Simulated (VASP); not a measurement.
# NaF (Fm-3m) in VASP: further runs

The runs below take NaF through vibrations by perturbation theory, with PBEsol.

Everything below comes from runs of VASP 6.6.1. Logs are shortened: lines on timing, memory, paths and dates and some standing lists are left out, and cuts for length are marked.

## 1. The cell of the first run

The structure is cubic, space group Fm-3m (No. 225). Conventional cell: a = 4.523 Å, b = 4.523 Å, c = 4.523 Å, α = 90.00°, β = 90.00°, γ = 90.00°. Na (site symmetry m-3m) has 6 F at 2.26 Å within 3.0 Å. F (site symmetry m-3m) has 6 Na at 2.26 Å within 3.0 Å.

## 2. Vibrations by perturbation theory, PBEsol

INCAR reads:

```
PREC = Accurate ; ENCUT = 520
EDIFF = 1E-8 ; ISMEAR = 0
SIGMA = 0.01 ; LREAL = F
LASPH = T ; NELM = 80
ALGO = Normal ; ISIF = 2
LWAVE = F ; LCHARG = F
GGA = PS ; NBANDS = 14
IBRION = 8 ; NSW = 1
```

KPOINTS reads:

```
regular mesh
0
Gamma
  8 8 8
```

POSCAR reads:

```
NaF
1.0
    2.2613454512      2.2613454512      0.0000000000
   -2.2613454512      2.2613454512      0.0000000000
    0.0000000000      2.2613454512      2.2613454512
Na F
1 1
Direct
    0.0000000000      0.0000000000      0.0000000000
    0.5000000000      0.5000000000      0.0000000000
```

Potentials or basis: VASP PAW PBE potentials, release 64 (Na_pv, F).

Started as:

```sh
cat potpaw_PBE.64/Na_pv/POTCAR potpaw_PBE.64/F/POTCAR > POTCAR
mpirun -np 1 vasp_std > vasp.out
```

OUTCAR:

```text
PREC = Accurate
   ENCUT = 520
   EDIFF = 1E-8
   ISMEAR = 0
   LREAL = F
   LASPH = T
   NELM = 80
   ISIF = 2
   GGA = PS
   IBRION = 8
   NSW = 1

 ion  position               nearest neighbor table
   1  0.000  0.000  0.000-   2 2.26   2 2.26   2 2.26   2 2.26   2 2.26   2 2.26
   2  0.500  0.500  0.000-   1 2.26   1 2.26   1 2.26   1 2.26   1 2.26   1 2.26

  LATTYP: Found a face centered cubic cell.
 ALAT       =     4.5226909024

  Lattice vectors:

 A1 = (   0.0000000000,   2.2613454512,   2.2613454512)
 A2 = (   2.2613454512,   0.0000000000,   2.2613454512)
 A3 = (   2.2613454512,   2.2613454512,   0.0000000000)

Analysis of symmetry for initial positions (statically):
=====================================================================
 Subroutine PRICEL returns:
 Original cell was already a primitive cell.

 Routine SETGRP: Setting up the symmetry group for a
 face centered cubic supercell.

 Subroutine GETGRP returns: Found 48 space group operations
 (whereof 48 operations were pure point group operations)
 out of a pool of 48 trial point group operations.

The static configuration has the point symmetry O_h .

Analysis of symmetry for dynamics (positions and initial velocities):
=====================================================================
 Subroutine PRICEL returns:
 Original cell was already a primitive cell.

 Routine SETGRP: Setting up the symmetry group for a
 face centered cubic supercell.

 Subroutine GETGRP returns: Found 48 space group operations
 (whereof 48 operations were pure point group operations)
 out of a pool of 48 trial point group operations.

The dynamic configuration has the point symmetry O_h .

 Subroutine INISYM returns: Found 48 space group operations
 (whereof 48 operations are pure point group operations),
 and found     1 'primitive' translations

----------------------------------------------------------------------------------------

                                     Primitive cell

  volume of cell :      23.1276

  direct lattice vectors                    reciprocal lattice vectors
     2.261345451  2.261345451  0.000000000     0.221107306  0.221107306 -0.221107306
    -2.261345451  2.261345451  0.000000000    -0.221107306  0.221107306 -0.221107306
     0.000000000  2.261345451  2.261345451     0.000000000  0.000000000  0.442214611

  length of vectors
     3.198025406  3.198025406  3.198025406     0.382969087  0.382969087  0.442214611

  position of ions in fractional coordinates (direct lattice)
     0.000000000  0.000000000  0.000000000
     0.500000000  0.500000000  0.000000000

  ion indices of the primitive-cell ions
   primitive index   ion index
                 1           1
                 2           2

----------------------------------------------------------------------------------------

 KPOINTS: regular mesh

Automatic generation of k-mesh.
 Grid dimensions read from file:
 generate k-points for:    8    8    8

 Generating k-lattice:

  Cartesian coordinates                     Fractional coordinates (reciprocal lattice)
     0.027638413  0.027638413 -0.027638413     0.125000000  0.000000000  0.000000000
    -0.027638413  0.027638413 -0.027638413     0.000000000  0.125000000  0.000000000
     0.000000000  0.000000000  0.055276826     0.000000000  0.000000000  0.125000000

  Length of vectors
     0.047871136  0.047871136  0.055276826

  Shift w.r.t. Gamma in fractional coordinates (k-lattice)
     0.000000000  0.000000000  0.000000000

 Subroutine IBZKPT returns following result:
 ===========================================

[... 76 lines left out ...]
   LEPSILON=     F    determine dielectric tensor
   LRPA    =     F    only Hartree local field effects (RPA)
 non-spin polarized calculation
 Gauss-broadening in eV      SIGMA  =   0.01
  energy-cutoff  :      520.00
  volume of cell :       23.13
 maximum number of plane-waves:       636
   NGX = 11   NGY = 11   NGZ = 11

--------------------------------------- Ionic step        1  -------------------------------------------

 number of electron      14.0000011 magnetization

 Free energy of the ion-electron system (eV)
  ---------------------------------------------------
  ext. energy  EPLUGINS =         0.00000000
  ---------------------------------------------------
  free energy    TOTEN  =        -8.74620008 eV

  energy without entropy =       -8.74620008  energy(sigma->0) =       -8.74620008

 E-fermi :  -1.7620     XC(G=0):  -9.7044

 val. band max:       -1.8456033300   @ k =   0.0000   0.0000   0.0000
 cond. band min:       4.7115208281   @ k =   0.0000   0.0000   0.0000
 fundamental gap:      6.5571241581
 Fermi energy:        -1.7619876315

 k-point     1 :       0.0000    0.0000    0.0000
  band No.  band energies     occupation
      1     -21.0357      2.00000
      2     -20.4057      2.00000
      3     -20.4057      2.00000
      4     -20.4057      2.00000
      5      -1.8456      2.00000
      6      -1.8456      2.00000
      7      -1.8456      2.00000
      8       4.7115      0.00000
      9      17.5064      0.00000
     10      17.5065      0.00000
     11      17.5065      0.00000
     12      20.3452      0.00000
     13      22.8161      0.00000
     14      22.8161      0.00000
[... 377 lines left out ...]
      1     -21.4174      2.00000
      2     -20.4776      2.00000
      3     -20.4463      2.00000
      4     -19.8201      2.00000
      5      -3.3150      2.00000
      6      -2.4977      2.00000
      7      -2.2322      2.00000
      8      10.2445      0.00000
      9      11.3026      0.00000
     10      15.9409      0.00000
     11      17.8613      0.00000
     12      21.0204      0.00000
     13      22.1561      0.00000
     14      27.2302      0.00000

 [... further k-points ...]
[... 5 lines left out ...]
  --------------------------------------------------------------------------------------
  -------------------------------------------------------------------------------------
  Total        0.5829538      0.5829538      0.5829538     -0.0000000      0.0000000     -0.0000000
  in kB       40.3844318     40.3844318     40.3844318     -0.0000000      0.0000000     -0.0000000
  external PRESSURE =      40.3844318 kB  Pullay stress =       0.0000000 kB

 VOLUME and BASIS-vectors are now :
 -----------------------------------------------------------------------------
  energy-cutoff  :      520.00
  volume of cell :       23.13
      direct lattice vectors                 reciprocal lattice vectors
     2.261345451  2.261345451  0.000000000     0.221107306  0.221107306 -0.221107306
    -2.261345451  2.261345451  0.000000000    -0.221107306  0.221107306 -0.221107306
     0.000000000  2.261345451  2.261345451     0.000000000  0.000000000  0.442214611

 POSITION                                       TOTAL-FORCE (eV/Angst)
 -----------------------------------------------------------------------------------
      0.00000      0.00000      0.00000         0.000000     -0.000000      0.000000
      0.00000      2.26135      0.00000        -0.000000      0.000000      0.000000
 -----------------------------------------------------------------------------------
    total drift:                                0.000000     -0.000000     -0.000000

  FREE ENERGIE OF THE ION-ELECTRON SYSTEM (eV)
  ---------------------------------------------------
  free  energy   TOTEN  =        -8.7462000805 eV

  energy  without entropy=       -8.7462000805  energy(sigma->0) =       -8.74620008

[... ionic steps 2 to 3 ...]

--------------------------------------- Ionic step        4  -------------------------------------------

------------------------ aborting loop because EDIFF is reached ----------------------------------------

[... ionic steps 5 to 6 ...]

--------------------------------------- Ionic step        7  -------------------------------------------

 Free energy of the ion-electron system (eV)
  ---------------------------------------------------
  ---------------------------------------------------
  free energy    TOTEN  =        -0.52583470 eV

  energy without entropy =       -0.52583470

------------------------ aborting loop because EDIFF is reached ----------------------------------------

 INTERNAL STRAIN TENSOR  FOR ION    2  DIRECTION 1   (eV/Angst):
 -----------------------------------------------------------------------------
    -0.08549 -0.00000 -0.00000
     0.00000  0.01374  0.00000
     0.00000  0.00000  0.01374

 INTERNAL STRAIN TENSOR FOR ION    2 for displacements in x,y,z  (eV/Angst):
          X           Y           Z          XY          YZ          ZX
  --------------------------------------------------------------------------------
  x     0.00000     0.00000     0.00000     0.00000     0.00000     0.00000
  y     0.00000     0.00000     0.00000     0.00000     0.00000     0.00000
  z     0.00000     0.00000     0.00000     0.00000     0.00000     0.00000

 SECOND DERIVATIVES (NOT SYMMETRIZED)
 ------------------------------------
               1X          1Y          1Z          2X          2Y          2Z
  1X    -3.149448    0.000000   -0.000000    3.149448   -0.000000    0.000000
  1Y    -0.000000   -3.149448    0.000000    0.000000    3.149448   -0.000000
  1Z    -0.000000   -0.000000   -3.149448    0.000000    0.000000    3.149448
  2X     3.207904    0.000000    0.000000   -3.207904    0.000000    0.000000
  2Y     0.000000    3.207904    0.000000    0.000000   -3.207904    0.000000
  2Z     0.000000    0.000000    3.207904    0.000000    0.000000   -3.207904

 Eigenvectors and eigenvalues of the dynamical matrix
 ----------------------------------------------------

   1 f  =    8.645842 THz    54.323428 2PiTHz  288.394252 cm-1    35.756314 meV
             X         Y         Z           dx          dy          dz
      0.000000  0.000000  0.000000     0.669263    0.000000   -0.000000
      0.000000  2.261345  0.000000    -0.743026   -0.000000    0.000000
[... 21 lines left out ...]
   6 f/i=    0.039534 THz     0.248400 2PiTHz    1.318715 cm-1     0.163500 meV
             X         Y         Z           dx          dy          dz
      0.000000  0.000000  0.000000     0.743026   -0.000000   -0.000000
      0.000000  2.261345  0.000000     0.669263   -0.000000    0.000000

--------------------------------------------------------------------------------------------------------

 ELASTIC MODULI CONTR FROM IONIC RELAXATION (kBar)
 Direction    XX          YY          ZZ          XY          YZ          ZX
 --------------------------------------------------------------------------------
 XX           0.0000      0.0000      0.0000      0.0000      0.0000      0.0000
 YY           0.0000      0.0000      0.0000      0.0000      0.0000      0.0000
 ZZ           0.0000      0.0000      0.0000      0.0000      0.0000      0.0000
 XY           0.0000      0.0000      0.0000      0.0000      0.0000      0.0000
 YZ           0.0000      0.0000      0.0000      0.0000      0.0000      0.0000
 ZX           0.0000      0.0000      0.0000      0.0000      0.0000      0.0000
 --------------------------------------------------------------------------------
```

It took 24 s on 1 thread of Intel Xeon 6975P-C (Granite Rapids), shared host; peak memory 0.17 GiB.

Results:

```yaml
Highest_phonon_frequency_at_Γ_LO-TO_splitting_left_out: 288 cm⁻¹
```

Phonon frequencies in cm⁻¹ (negative: imaginary):
| q point | frequencies |
| --- | --- |
| (0.000, 0.000, 0.000) | -1 -1 -1 288 288 288 |

Caveat: the cell stands under pressure or tension, which shifts response properties; the PAW data sets were made with another functional, which shifts forces and pressure a little.

## 3. Vibrations by perturbation theory, PBEsol

This run uses another cell than the first one, of 11.94 Å³/atom.

INCAR reads:

```
  PREC = Accurate
  ENCUT = 520
  EDIFF = 1E-8
  ISMEAR = 0
  SIGMA = 0.01
  LREAL = False
  LASPH = True
  NELM = 100
  ALGO = Normal
  ISIF = 2
  LWAVE = False
  LCHARG = True
  GGA = PS
  IBRION = 8
  NSW = 1
```

KPOINTS is that of step 2.

POSCAR reads:

```
NaF
1.0
    2.2857032682      2.2857032682      0.0000000000
   -2.2857032682      2.2857032682      0.0000000000
    0.0000000000      2.2857032682      2.2857032682
Na F
1 1
Direct
    0.0000000000      0.0000000000      0.0000000000
    0.5000000000      0.5000000000      0.0000000000
```

Potentials or basis: VASP PAW PBE potentials, release 64 (Na_pv, F).

Started as:

```sh
cat potpaw_PBE.64/Na_pv/POTCAR potpaw_PBE.64/F/POTCAR > POTCAR
mpirun -np 1 vasp_std > vasp.out
```

OUTCAR:

```text
PREC = Accurate
   ENCUT = 520
   EDIFF = 1E-8
   ISMEAR = 0
   LREAL = False
   LASPH = True
   NELM = 100
   ISIF = 2
   GGA = PS
   IBRION = 8
   NSW = 1

 ion  position               nearest neighbor table
   1  0.000  0.000  0.000-   2 2.29   2 2.29   2 2.29   2 2.29   2 2.29   2 2.29
   2  0.500  0.500  0.000-   1 2.29   1 2.29   1 2.29   1 2.29   1 2.29   1 2.29

  LATTYP: Found a face centered cubic cell.
 ALAT       =     4.5714065364

  Lattice vectors:

 A1 = (   0.0000000000,   2.2857032682,   2.2857032682)
 A2 = (   2.2857032682,   0.0000000000,   2.2857032682)
 A3 = (   2.2857032682,   2.2857032682,   0.0000000000)

Analysis of symmetry for initial positions (statically):
=====================================================================
 Subroutine PRICEL returns:
 Original cell was already a primitive cell.

 Routine SETGRP: Setting up the symmetry group for a
 face centered cubic supercell.
[... 564 lines left out ...]

 INTERNAL STRAIN TENSOR  FOR ION    2  DIRECTION 1   (eV/Angst):
 -----------------------------------------------------------------------------
    -0.08546 -0.00000 -0.00000
     0.00000  0.01258  0.00000
     0.00000  0.00000  0.01258

 INTERNAL STRAIN TENSOR FOR ION    2 for displacements in x,y,z  (eV/Angst):
          X           Y           Z          XY          YZ          ZX
  --------------------------------------------------------------------------------
  x     0.00000     0.00000     0.00000     0.00000     0.00000     0.00000
  y     0.00000     0.00000     0.00000     0.00000     0.00000     0.00000
  z     0.00000     0.00000     0.00000     0.00000     0.00000     0.00000

 SECOND DERIVATIVES (NOT SYMMETRIZED)
 ------------------------------------
               1X          1Y          1Z          2X          2Y          2Z
  1X    -2.733406    0.000000   -0.000000    2.733406   -0.000000    0.000000
  1Y    -0.000000   -2.733406    0.000000    0.000000    2.733406   -0.000000
  1Z     0.000000    0.000000   -2.733406   -0.000000   -0.000000    2.733406
  2X     2.737463   -0.000000    0.000000   -2.737463    0.000000   -0.000000
  2Y     0.000000    2.737463   -0.000000   -0.000000   -2.737463    0.000000
  2Z     0.000000    0.000000    2.737463   -0.000000   -0.000000   -2.737463

 Eigenvectors and eigenvalues of the dynamical matrix
 ----------------------------------------------------

   1 f  =    8.017120 THz    50.373049 2PiTHz  267.422330 cm-1    33.156128 meV
             X         Y         Z           dx          dy          dz
      0.000000  0.000000  0.000000     0.672380    0.000000   -0.000000
      0.000000  2.285703  0.000000    -0.740206   -0.000000    0.000000
[... 21 lines left out ...]
   6 f/i=    0.002959 THz     0.018591 2PiTHz    0.098696 cm-1     0.012237 meV
             X         Y         Z           dx          dy          dz
      0.000000  0.000000  0.000000     0.504688    0.541475   -0.000000
      0.000000  2.285703  0.000000     0.458443    0.491859    0.000000

--------------------------------------------------------------------------------------------------------

 ELASTIC MODULI CONTR FROM IONIC RELAXATION (kBar)
 Direction    XX          YY          ZZ          XY          YZ          ZX
 --------------------------------------------------------------------------------
 XX           0.0000      0.0000      0.0000      0.0000      0.0000      0.0000
 YY           0.0000      0.0000      0.0000      0.0000      0.0000      0.0000
 ZZ           0.0000      0.0000      0.0000      0.0000      0.0000      0.0000
 XY           0.0000      0.0000      0.0000      0.0000      0.0000      0.0000
 YZ           0.0000      0.0000      0.0000      0.0000      0.0000      0.0000
 ZX           0.0000      0.0000      0.0000      0.0000      0.0000      0.0000
 --------------------------------------------------------------------------------
```

OSZICAR:

```text
N       E                     dE             d eps       ncg     rms          rms(c)
DAV:   1     0.110867030715E+03    0.11087E+03   -0.82663E+03   647   0.155E+03
DAV:   2    -0.394590006443E+01   -0.11481E+03   -0.10786E+03   703   0.365E+02
DAV:   3    -0.947594160363E+01   -0.55300E+01   -0.55163E+01   737   0.833E+01
DAV:   4    -0.952648791912E+01   -0.50546E-01   -0.50540E-01   707   0.876E+00
[... 39 lines left out ...]
RMM:   8    -0.526326620648E+00   -0.65190E-05   -0.45670E-09  2151   0.515E-04    0.178E-05
RMM:   9    -0.526326454944E+00    0.16570E-06   -0.17291E-09  2475   0.151E-04    0.488E-06
RMM:  10    -0.526326486691E+00   -0.31747E-07   -0.18079E-09  2394   0.642E-05    0.135E-06
RMM:  11    -0.526326453765E+00    0.32926E-07   -0.18793E-09  2282   0.490E-05    0.101E-06
RMM:  12    -0.526326447880E+00    0.58852E-08   -0.18638E-09  2117   0.459E-05    0.200E-07
 Linear response finished
```

stdout:

```text
POSCAR found type information on POSCAR NaF
 POSCAR found :  2 types and       2 ions
 scaLAPACK will be used
 -----------------------------------------------------------------------------
|                                                                             |
|                                                                             |
|     You enforced a specific xc type in the INCAR file but a different       |
|     I HOPE YOU KNOW WHAT YOU ARE DOING!                                     |
|                                                                             |
 -----------------------------------------------------------------------------

 LDA part: xc-table for (Slater+PW92), standard interpolation
 POSCAR, INCAR and KPOINTS ok, starting setup
 FFT: planning ... GRIDC
 FFT: planning ... GRID_SOFT
 FFT: planning ... GRID
 WAVECAR not read
 entering main loop
 Linear response reoptimize wavefunctions to high precision
 Linear response DOF=           2
 Linear response progress:
 first order change of Fermi-energy   0.38650E-04
 force on displaced ion       1 direction 1 :  -2.733  -0.000   0.000
 Linear response progress:
 first order change of Fermi-energy  -0.36403E-03
 force on displaced ion       2 direction 1 :  -2.737  -0.000  -0.000
 Linear response finished
```

Run time: 20 s. Hardware: 1 thread of Intel Xeon 6975P-C (Granite Rapids), shared host; peak memory 0.17 GiB.

Results:

```yaml
Highest_phonon_frequency_at_Γ_LO-TO_splitting_left_out: 267 cm⁻¹
```

Phonon frequencies in cm⁻¹ (negative: imaginary):
| q point | frequencies |
| --- | --- |
| (0.000, 0.000, 0.000) | 0 0 0 267 267 267 |

Caveat: the cell stands under pressure or tension, which shifts response properties; the PAW data sets were made with another functional, which shifts forces and pressure a little.

(Part 1 of 2 ends here.)
